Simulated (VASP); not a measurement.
Crystal: HfO2.

```xyz
3
Lattice="0.0000 2.5575 2.5575 2.5575 0.0000 2.5575 2.5575 2.5575 0.0000" Properties=species:S:1:pos:R:3 pbc="T T T"
Hf    0.0000    0.0000    0.0000
O     1.2788    1.2788    1.2788
O     3.8363    3.8363    3.8363
```

| Quantity | Value |
| --- | --- |
| Program | VASP 6.6.1 |
| Task | relaxation of cell and atoms |
| Functional | PBE |
| Potentials or basis | VASP PAW PBE potentials, release 64 (Hf_pv, O) |
| Cutoff | 600 eV |
| k mesh | 8 × 8 × 8 |
| Occupations | gaussian, width 0.01 eV |
| Spin | no spin polarisation |

At the start: pressure -6.2 GPa; volume 11.15 Å³/atom.

**Question.** Where does the relaxation end?

**Answer.** Over 3 steps the energy falls by 5.7 meV/atom and the volume is 10.87 Å³/atom (-2.6 %); space group Fm-3m (No. 225, to 0.05 Å).

Step by step:
| step | energy change (eV) | largest force (eV/Å) | pressure (GPa) | volume (Å³) |
| --- | --- | --- | --- | --- |
| 1 | 0.0000 | 0.0000 | -6.23 | 33.46 |
| 2 | 0.0193 | 0.0000 | 10.18 | 31.40 |
| 3 | -0.0172 | 0.0000 | -0.05 | 32.60 |

Final structure:
```cif
data_structure
_symmetry_space_group_name_H-M 'P 1'
_symmetry_Int_Tables_number 1
_cell_length_a 3.5857
_cell_length_b 3.5857
_cell_length_c 3.5857
_cell_angle_alpha 60.000
_cell_angle_beta 60.000
_cell_angle_gamma 60.000
_cell_volume 32.60
loop_
_atom_site_label
_atom_site_type_symbol
_atom_site_fract_x
_atom_site_fract_y
_atom_site_fract_z
_atom_site_occupancy
Hf1 Hf 0.00000 0.00000 0.00000 1
O1 O 0.25000 0.25000 0.25000 1
O2 O 0.75000 0.75000 0.75000 1
```
